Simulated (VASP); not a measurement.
# B5As2 (P-3m1) in VASP: further runs

Runs on B5As2. Level: PBE. Tasks: single point, relaxation of cell and atoms.

Everything below comes from runs of VASP 6.6.1. Logs are shortened: lines on timing, memory, paths and dates and some standing lists are left out, and cuts for length are marked.

## 1. The cell of the first run

The structure is trigonal, space group P-3m1 (No. 164). Conventional cell: a = 3.167 Å, b = 3.167 Å, c = 8.572 Å, α = 90.00°, β = 90.00°, γ = 120.00°. B (site symmetry -3m) has 6 B at 1.90 Å within 2.5 Å. Within 2.5 Å of B (site symmetry 3m) lie 6 B at 1.90 to 2.10 Å and 1 As at 2.08 Å. Within 2.2 Å of B (site symmetry 3m) lie 1 B at 1.68 Å and 3 As at 2.01 Å. As (site symmetry 3m) has 4 B at 2.01 to 2.08 Å within 2.7 Å.

## 2. Single point, PBE

INCAR

```
PREC = Accurate
ENCUT = 520
EDIFF = 1E-6
ISMEAR = 0
SIGMA = 0.2
LREAL = F
LASPH = T
NELM = 60
ALGO = Normal
ISIF = 2
LWAVE = F
LCHARG = F
GGA = PE
NBANDS = 22
```

KPOINTS

```
regular mesh
0
Gamma
  6 6 2
```

POSCAR

```
B5As2
1.0
    3.1668204581      0.0000000000      0.0000000000
   -1.5834102290      2.7425469659      0.0000000000
    0.0000000000      0.0000000000      8.5715029656
B As
5 2
Direct
    0.0000000000      0.0000000000      0.0000000000
    0.6666666667      0.3333333333     -0.0606150501
    0.3333333333      0.6666666667      0.0606150501
    0.0000000000      0.0000000000      0.4017927937
    0.0000000000      0.0000000000      0.5982072063
    0.6666666667      0.3333333333      0.6963256902
    0.3333333333      0.6666666667      0.3036743098
```

Potentials or basis: VASP PAW PBE potentials, release 64 (B, As).

On the command line:

```sh
$ cat potpaw_PBE.64/B/POTCAR potpaw_PBE.64/As/POTCAR > POTCAR
$ mpirun -np 1 vasp_std > vasp.out
```

OUTCAR:

```text
PREC = Accurate
   ENCUT = 520
   EDIFF = 1E-6
   ISMEAR = 0
   LREAL = F
   LASPH = T
   NELM = 60
   ISIF = 2
   GGA = PE

 ion  position               nearest neighbor table
   1  0.000  0.000  0.000-   2 1.90   3 1.90   3 1.90   2 1.90   2 1.90   3 1.90
   2  0.667  0.333  0.939-   1 1.90   1 1.90   1 1.90   6 2.08   3 2.10   3 2.10   3 2.10
   3  0.333  0.667  0.061-   1 1.90   1 1.90   1 1.90   7 2.08   2 2.10   2 2.10   2 2.10
   4  0.000  0.000  0.402-   5 1.68   7 2.01   7 2.01   7 2.01
   5  0.000  0.000  0.598-   4 1.68   6 2.01   6 2.01   6 2.01
   6  0.667  0.333  0.696-   5 2.01   5 2.01   5 2.01   2 2.08
   7  0.333  0.667  0.304-   4 2.01   4 2.01   4 2.01   3 2.08

  LATTYP: Found a hexagonal cell.
 ALAT       =     3.1668204581
 C/A-ratio  =     2.7066589594

  Lattice vectors:

 A1 = (   3.1668204581,   0.0000000000,   0.0000000000)
 A2 = (  -1.5834102290,   2.7425469659,   0.0000000000)
 A3 = (   0.0000000000,   0.0000000000,   8.5715029656)

Analysis of symmetry for initial positions (statically):
=====================================================================
 Subroutine PRICEL returns:
 Original cell was already a primitive cell.

 Routine SETGRP: Setting up the symmetry group for a
 hexagonal supercell.

 Subroutine GETGRP returns: Found 12 space group operations
 (whereof 12 operations were pure point group operations)
 out of a pool of 24 trial point group operations.

The static configuration has the point symmetry D_3d.

Analysis of symmetry for dynamics (positions and initial velocities):
=====================================================================
 Subroutine PRICEL returns:
 Original cell was already a primitive cell.

 Routine SETGRP: Setting up the symmetry group for a
 hexagonal supercell.

 Subroutine GETGRP returns: Found 12 space group operations
 (whereof 12 operations were pure point group operations)
 out of a pool of 24 trial point group operations.

The dynamic configuration has the point symmetry D_3d.

 Subroutine INISYM returns: Found 12 space group operations
 (whereof 12 operations are pure point group operations),
 and found     1 'primitive' translations

----------------------------------------------------------------------------------------

                                     Primitive cell

  volume of cell :      74.4448

  direct lattice vectors                    reciprocal lattice vectors
     3.166820458  0.000000000  0.000000000     0.315774138  0.182312284  0.000000000
    -1.583410229  2.742546966  0.000000000     0.000000000  0.364624567  0.000000000
     0.000000000  0.000000000  8.571502966     0.000000000  0.000000000  0.116665654

  length of vectors
     3.166820458  3.166820458  8.571502966     0.364624567  0.364624567  0.116665654

  position of ions in fractional coordinates (direct lattice)
     0.000000000  0.000000000  0.000000000
     0.666666667  0.333333333  0.939384950
     0.333333333  0.666666667  0.060615050
     0.000000000  0.000000000  0.401792794
     0.000000000  0.000000000  0.598207206
     0.666666667  0.333333333  0.696325690
     0.333333333  0.666666667  0.303674310

  ion indices of the primitive-cell ions
   primitive index   ion index
                 1           1
                 2           2
                 3           3
                 4           4
                 5           5
                 6           6
                 7           7

----------------------------------------------------------------------------------------

 KPOINTS: regular mesh

Automatic generation of k-mesh.
 Grid dimensions read from file:
 generate k-points for:    6    6    2

 Generating k-lattice:

  Cartesian coordinates                     Fractional coordinates (reciprocal lattice)
     0.052629023  0.030385381  0.000000000     0.166666667  0.000000000  0.000000000
     0.000000000  0.060770761  0.000000000     0.000000000  0.166666667  0.000000000
     0.000000000  0.000000000  0.058332827     0.000000000  0.000000000  0.500000000

  Length of vectors
[... 59 lines left out ...]
      5      -0.0776      2.00000
      6       0.5807      2.00000
[... 14 lines left out ...]
     21      13.7226      0.00000
     22      14.1790      0.00000

 k-point     6 :       0.3333    0.1667    0.0000
  band No.  band energies     occupation
      1      -6.1750      2.00000
      2      -5.2719      2.00000
      3      -4.4378      2.00000
      4      -2.6348      2.00000
      5      -1.6716      2.00000
      6      -0.8307      2.00000
[... 14 lines left out ...]
     21      14.0106      0.00000
     22      14.7230      0.00000

 k-point     7 :       0.3333    0.3333    0.0000
  band No.  band energies     occupation
      1      -4.8757      2.00000
      2      -4.8757      2.00000
      3      -3.0237      2.00000
      4      -2.6911      2.00000
      5      -2.6911      2.00000
      6      -1.9855      2.00000
[... 74 lines left out ...]
      6      -0.0548      2.00000
[... 14 lines left out ...]
     21      13.9425      0.00000
     22      14.5097      0.00000

 k-point    11 :       0.5000    0.0000    0.5000
  band No.  band energies     occupation
      1      -5.6078      2.00000
      2      -5.5621      2.00000
      3      -3.9755      2.00000
      4      -3.9328      2.00000
      5      -2.0955      2.00000
      6      -1.3087      2.00000
[... 14 lines left out ...]
     21      14.3358      0.00000
     22      14.8211      0.00000

 k-point    12 :       0.1667    0.1667    0.5000
  band No.  band energies     occupation
      1      -7.4996      2.00000
      2      -7.4274      2.00000
      3      -5.4188      2.00000
      4      -1.8037      2.00000
      5       0.4130      2.00000
      6       0.5309      2.00000
[... 14 lines left out ...]
     21      13.7328      0.00000
     22      13.9617      0.00000

 k-point    13 :       0.3333    0.1667    0.5000
  band No.  band energies     occupation
      1      -5.8938      2.00000
      2      -5.8048      2.00000
      3      -4.0516      2.00000
      4      -2.7457      2.00000
      5      -1.7031      2.00000
      6      -0.4841      2.00000
[... 14 lines left out ...]
     21      13.8361      0.00000
     22      14.1632      0.00000

 k-point    14 :       0.3333    0.3333    0.5000
  band No.  band energies     occupation
      1      -4.8633      2.00000
      2      -4.8633      2.00000
      3      -2.8710      2.00000
      4      -2.7693      2.00000
      5      -2.7693      2.00000
      6      -2.3742      2.00000
[... 14 lines left out ...]
     21      14.3104      0.00000
     22      16.0916      0.00000

------------------------ aborting loop because EDIFF is reached ----------------------------------------

  FORCE on cell =-STRESS in cart. coord.  units (eV):
  Direction    XX          YY          ZZ          XY          YZ          ZX
  --------------------------------------------------------------------------------------
  -------------------------------------------------------------------------------------
  Total        0.2029434      0.2029434      0.4635343      0.0000000      0.0000000      0.0000000
  in kB        4.3676824      4.3676824      9.9760358      0.0000000      0.0000000      0.0000000
  external PRESSURE =       6.2371336 kB  Pullay stress =       0.0000000 kB

 VOLUME and BASIS-vectors are now :
 -----------------------------------------------------------------------------
  energy-cutoff  :      520.00
  volume of cell :       74.44
      direct lattice vectors                 reciprocal lattice vectors
     3.166820458  0.000000000  0.000000000     0.315774138  0.182312284  0.000000000
    -1.583410229  2.742546966  0.000000000     0.000000000  0.364624567  0.000000000
     0.000000000  0.000000000  8.571502966     0.000000000  0.000000000  0.116665654

 POSITION                                       TOTAL-FORCE (eV/Angst)
 -----------------------------------------------------------------------------------
      0.00000      0.00000      0.00000        -0.000000      0.000000     -0.000000
      1.58341      0.91418      8.05194        -0.000000     -0.000000      0.040201
     -0.00000      1.82836      0.51956        -0.000000      0.000000     -0.040201
      0.00000      0.00000      3.44397        -0.000000      0.000000      0.059706
      0.00000      0.00000      5.12753        -0.000000     -0.000000     -0.059706
      1.58341      0.91418      5.96856         0.000000      0.000000      0.040844
     -0.00000      1.82836      2.60295         0.000000     -0.000000     -0.040844
 -----------------------------------------------------------------------------------
    total drift:                                0.000000     -0.000000     -0.000000

  FREE ENERGIE OF THE ION-ELECTRON SYSTEM (eV)
  ---------------------------------------------------
  free  energy   TOTEN  =       -40.3504583426 eV

  energy  without entropy=      -40.3299416507  energy(sigma->0) =      -40.34020000
```

It took 11 s on 1 thread of Intel Xeon Platinum 8559C (Emerald Rapids), shared host; peak memory 0.18 GiB.

Results:

```yaml
Free_energy: -40.3505 eV
Pressure: 0.6 GPa
Largest_force: 0.060 eV/Å
```

Forces on the atoms (eV/Å):
```
B    0.000  0.000  0.000
B    0.000  0.000  0.040
B    0.000  0.000 -0.040
B    0.000  0.000  0.060
B    0.000  0.000 -0.060
As   0.000  0.000  0.041
As   0.000  0.000 -0.041
```

Caveat: the k points lie up to 0.38 Å⁻¹ apart.

## 3. Single point, PBE

INCAR

```
SYSTEM = B5As2
PREC = Accurate ; ENCUT = 520
EDIFF = 1E-7 ; ISMEAR = 0
SIGMA = 0.2 ; LREAL = .FALSE.
LASPH = .TRUE. ; NELM = 100
ALGO = Normal ; ISIF = 2
LWAVE = .FALSE. ; LCHARG = .TRUE.
GGA = PE ; LELF = .TRUE.
LVHAR = .TRUE. ; NBANDS = 22
```

KPOINTS

```
regular mesh
0
G
  6 6 4
  0 0 0
```

POSCAR

```
B5As2
1.0
    3.1653015874      0.0000000000      0.0000000000
   -1.5826507937      2.7412315853      0.0000000000
    0.0000000000      0.0000000000      8.5965131644
B As
5 2
Direct
    0.0000000000      0.0000000000      1.0000000000
    0.6666666667      0.3333333333      0.9376045269
    0.3333333333      0.6666666667      0.0623954731
    0.0000000000      0.0000000000      0.4016555069
    1.0000000000      1.0000000000      0.5983444931
    0.6666666667      0.3333333333      0.6952225836
    0.3333333333      0.6666666667      0.3047774164
```

Potentials or basis: VASP PAW PBE potentials, release 64 (B, As).

On the command line:

```sh
$ cat potpaw_PBE.64/B/POTCAR potpaw_PBE.64/As/POTCAR > POTCAR
$ mpirun -np 1 vasp_std > vasp.out
```

Wall time 20 s (1 thread of Intel Xeon Platinum 8559C (Emerald Rapids), shared host); peak memory 0.19 GiB.

It converged, with:

- Free energy: -40.3595 eV
- Pressure: 0.6 GPa
- Largest force: 0.268 eV/Å

Forces in eV/Å, atoms in the order of the input:
```
B    0.000  0.000  0.000
B    0.000  0.000  0.268
B    0.000  0.000 -0.268
B    0.000  0.000  0.131
B    0.000  0.000 -0.131
As   0.000  0.000  0.080
As   0.000  0.000 -0.080
```

Stress tensor (GPa, compression positive):
```
0.80 0.00 0.00
0.00 0.80 0.00
0.00 0.00 0.15
```

Levels at points of the mesh, in eV from the Fermi level:
| k point | band 9 | band 10 | band 11 | band 12 | band 13 | band 14 | band 15 | band 16 | band 17 | band 18 |
| --- | --- | --- | --- | --- | --- | --- | --- | --- | --- | --- |
| (0.00, 0.00, 0.00) | -0.49 | -0.49 | -0.25 | -0.25 | 1.16 | 1.27 | 1.27 | 4.93 | 4.93 | 5.12 |
| (0.50, 0.00, 0.00) | -4.61 | -3.35 | -2.85 | -1.64 | -1.48 | 1.09 | 3.18 | 3.79 | 4.61 | 4.63 |
| (0.00, 0.00, 0.50) | -0.76 | -0.76 | 0.10 | 0.10 | 1.07 | 1.07 | 2.80 | 5.03 | 5.35 | 5.35 |
| (0.50, 0.00, 0.50) | -5.08 | -3.01 | -2.37 | -1.40 | -0.47 | 1.07 | 2.61 | 2.98 | 3.50 | 3.95 |

Caveat: the k points lie up to 0.38 Å⁻¹ apart.

## 4. Relaxation of cell and atoms, PBE

This run uses another cell than the first one, of 11.40 Å³/atom, 1.072 times its volume.

INCAR

```
SYSTEM = B5As2
PREC = Accurate
ENCUT = 600
EDIFF = 1E-6
ISMEAR = 0
SIGMA = 0.2
LREAL = .False.
LASPH = .True.
NELM = 60
ALGO = Normal
ISIF = 3
LWAVE = .False.
LCHARG = .False.
GGA = PE
IBRION = 2
NSW = 36
EDIFFG = -0.08
```

KPOINTS

```
regular mesh
0
Gamma
  6 6 2
  0 0 0
```

POSCAR

```
B5As2
1.0
    3.2000000000      0.0000000000      0.0000000000
   -1.6000000000      2.7712812900      0.0000000000
    0.0000000000      0.0000000000      9.0000000000
B As
5 2
Direct
    0.0000000000      0.0000000000      0.0000000000
    0.6666666700      0.3333333300      0.0000000000
    0.3333333300      0.6666666700      0.0000000000
    0.0000000000      0.0000000000      0.4030000000
    0.0000000000      0.0000000000      0.5970000000
    0.6666666700      0.3333333300      0.6640000000
    0.3333333300      0.6666666700      0.3360000000
```

On the command line:

```sh
$ cat potpaw_PBE.64/B/POTCAR potpaw_PBE.64/As/POTCAR > POTCAR
$ mpirun -np 1 vasp_std > vasp.out
```

Wall time 3.8 min (1 thread of Intel Xeon Platinum 8559C (Emerald Rapids), shared host); peak memory 0.24 GiB.

Results (log left out):

```yaml
Free_energy: -40.3582 eV
Relaxed_volume: 10.67 Å³/atom
Relaxed_cell: a = 3.168 Å, b = 3.168 Å, c = 8.587 Å, α = 90.00°, β = 90.00°, γ = 120.00°
Space_group_after_relaxing_to_0.05_Å: P-3m1 (No. 164)
Energy_gained_by_relaxing: 333.7 meV/atom
Ionic_steps: 21
Pressure_after_relaxing: 0.1 GPa
Largest_force_after_relaxing: 0.025 eV/Å
```

Forces in eV/Å, atoms in the order of the input:
```
B    0.000  0.000  0.000
B    0.000  0.000 -0.006
B    0.000  0.000  0.006
B    0.000  0.000 -0.003
B    0.000  0.000  0.003
As   0.000  0.000  0.025
As   0.000  0.000 -0.025
```

Stress tensor (GPa, compression positive):
```
0.04 0.00 0.00
0.00 0.04 0.00
0.00 0.00 0.18
```

Step by step:
| step | energy change (eV) | largest force (eV/Å) | pressure (GPa) | volume (Å³) |
| --- | --- | --- | --- | --- |
| 1 | 0.0000 | 1.8371 | 7.80 | 79.81 |
| 2 | -0.3114 | 0.9794 | -5.49 | 86.40 |
| 3 | -0.3170 | 0.9894 | -4.10 | 85.58 |
| 4 | -0.5199 | 1.0918 | -3.64 | 83.83 |
| 5 | -1.2563 | 2.0719 | -3.36 | 78.74 |
| 6 | -0.1727 | 6.5751 | 19.07 | 69.17 |
| 7 | -1.5497 | 2.1376 | -2.31 | 76.99 |
| 8 | -1.8969 | 1.1601 | 2.89 | 73.02 |
| 9 | -1.9137 | 1.1805 | 1.00 | 74.01 |
| 10 | -1.9183 | 1.0054 | 1.55 | 73.69 |
| 11 | -1.9866 | 1.3750 | 2.63 | 73.04 |
| 12 | -1.9869 | 1.4239 | 2.72 | 73.00 |
| 13 | -2.0697 | 1.3245 | 1.95 | 73.32 |
| 14 | -2.2347 | 1.0697 | -0.01 | 74.24 |
| 15 | -2.1918 | 1.4712 | -2.58 | 76.00 |
| 16 | -2.2765 | 0.8935 | -1.30 | 74.97 |
| 17 | -2.3116 | 0.4754 | -0.80 | 74.81 |
| 18 | -2.3246 | 0.3263 | -0.17 | 74.63 |
| 19 | -2.3299 | 0.2386 | 0.07 | 74.56 |
| 20 | -2.3350 | 0.0487 | 0.68 | 74.38 |
| 21 | -2.3361 | 0.0249 | 0.09 | 74.66 |

Final structure:
```xyz
7
Lattice="3.1684 0.0000 0.0000 -1.5842 2.7439 0.0000 0.0000 0.0000 8.5872" Properties=species:S:1:pos:R:3 pbc="T T T"
B    -1.5842    2.7439    0.0000
B     1.5842    0.9146    8.0690
B     0.0000    1.8293    0.5182
B     0.0000    0.0000    3.4525
B     0.0000    0.0000    5.1347
As    1.5842    0.9146    5.9806
As    0.0000    1.8293    2.6065
```

Levels at points of the mesh, in eV from the Fermi level:
| k point | band 11 | band 12 | band 13 | band 14 | band 15 | band 16 |
| --- | --- | --- | --- | --- | --- | --- |
| (0.00, 0.00, 0.00) | -0.20 | -0.20 | 1.23 | 1.32 | 1.32 | 4.95 |
| (0.50, 0.00, 0.00) | -2.78 | -1.56 | -1.40 | 1.03 | 3.24 | 3.81 |
| (0.00, 0.00, 0.50) | 0.07 | 0.07 | 1.14 | 1.14 | 2.84 | 5.09 |
| (0.50, 0.00, 0.50) | -2.34 | -1.32 | -0.37 | 1.03 | 2.61 | 3.03 |

Caveat: the k points lie up to 0.38 Å⁻¹ apart in the final cell; this functional lacks dispersion, which binds the layers, so the pressure and a relaxed spacing across them are unreliable; the relaxation stopped at a loose force limit of 0.08 eV/Å, so its end isn't a converged minimum.

## 5. Single point, PBE

INCAR

```
SYSTEM = B5As2
PREC = Accurate
ENCUT = 520
EDIFF = 1E-6
ISMEAR = 0
SIGMA = 0.1
LREAL = .False.
LASPH = .True.
NELM = 100
ALGO = Normal
ISIF = 2
LWAVE = .False.
LCHARG = .False.
GGA = PE
NBANDS = 22
```

KPOINTS

```
regular mesh
0
Gamma
  12 12 4
  0 0 0
```

POSCAR

```
B5As2
1.0
    3.1653015874      0.0000000000      0.0000000000
   -1.5826507937      2.7412315853      0.0000000000
    0.0000000000      0.0000000000      8.5965131644
B As
5 2
Direct
    0.0000000000      0.0000000000      0.0000000000
    0.6666666667      0.3333333333      0.9376045269
    0.3333333333      0.6666666667      0.0623954731
    0.0000000000      0.0000000000      0.4016555069
    0.0000000000      0.0000000000      0.5983444931
    0.6666666667      0.3333333333      0.6952225836
    0.3333333333      0.6666666667      0.3047774164
```

On the command line:

```sh
$ cat potpaw_PBE.64/B/POTCAR potpaw_PBE.64/As/POTCAR > POTCAR
$ mpirun -np 1 vasp_std > vasp.out
```

It took 46 s on 1 thread of Intel Xeon Platinum 8559C (Emerald Rapids), shared host; peak memory 0.24 GiB.

The run converged. Its results:

```yaml
Free_energy: -40.3410 eV
Pressure: 0.6 GPa
Largest_force: 0.071 eV/Å
```

Forces on the atoms (eV/Å):
```
B    0.000  0.000  0.000
B    0.000  0.000  0.045
B    0.000  0.000 -0.045
B    0.000  0.000  0.071
B    0.000  0.000 -0.071
As   0.000  0.000  0.017
As   0.000  0.000 -0.017
```

Levels at points of the mesh, in eV from the Fermi level:
| k point | band 9 | band 10 | band 11 | band 12 | band 13 | band 14 | band 15 | band 16 | band 17 | band 18 |
| --- | --- | --- | --- | --- | --- | --- | --- | --- | --- | --- |
| (0.00, 0.00, 0.00) | -0.44 | -0.44 | -0.10 | -0.10 | 1.27 | 1.42 | 1.42 | 5.09 | 5.09 | 5.27 |
| (0.50, 0.00, 0.00) | -4.49 | -3.21 | -2.68 | -1.47 | -1.38 | 1.13 | 3.33 | 3.94 | 4.68 | 4.75 |
| (0.00, 0.00, 0.50) | -0.66 | -0.66 | 0.20 | 0.20 | 1.23 | 1.23 | 2.91 | 5.18 | 5.51 | 5.51 |
| (0.50, 0.00, 0.50) | -5.04 | -2.84 | -2.23 | -1.24 | -0.38 | 1.11 | 2.73 | 3.14 | 3.64 | 4.03 |

## 6. Summary

```csv
task,cell,k mesh,cutoff (eV),smearing,gap on the mesh (eV),pressure (GPa),largest force (eV/Å)
single point,"a = 3.167, b = 3.167, c = 8.572 Å, angles 90.0, 90.0, 120.0°, 7 atoms",6 × 6 × 2,520,gaussian 0.2 eV,none,0.6,0.06
single point,"a = 3.165, b = 3.165, c = 8.597 Å, angles 90.0, 90.0, 120.0°, 7 atoms",6 × 6 × 4,520,gaussian 0.2 eV,none,0.6,0.27
relaxation of cell and atoms,"relaxed from a = 3.200, b = 3.200, c = 9.000 Å, angles 90.0, 90.0, 120.0°, 7 atoms",6 × 6 × 2,600,gaussian 0.2 eV,none,0.1,0.02
single point,"a = 3.165, b = 3.165, c = 8.597 Å, angles 90.0, 90.0, 120.0°, 7 atoms",12 × 12 × 4,520,gaussian 0.1 eV,none,0.6,0.07
```

Alike in all rows: level PBE; potentials or basis VASP PAW PBE potentials, release 64 (B, As); no spin polarisation.

Caveats: some runs use coarse meshes; this functional lacks dispersion, which binds the layers, so the pressure and a relaxed spacing across them are unreliable (some runs); the relaxation stopped at a loose force limit of 0.08 eV/Å, so its end isn't a converged minimum (some runs).

Total energies depend on the potentials used, so only differences within one code and one set of settings carry meaning.
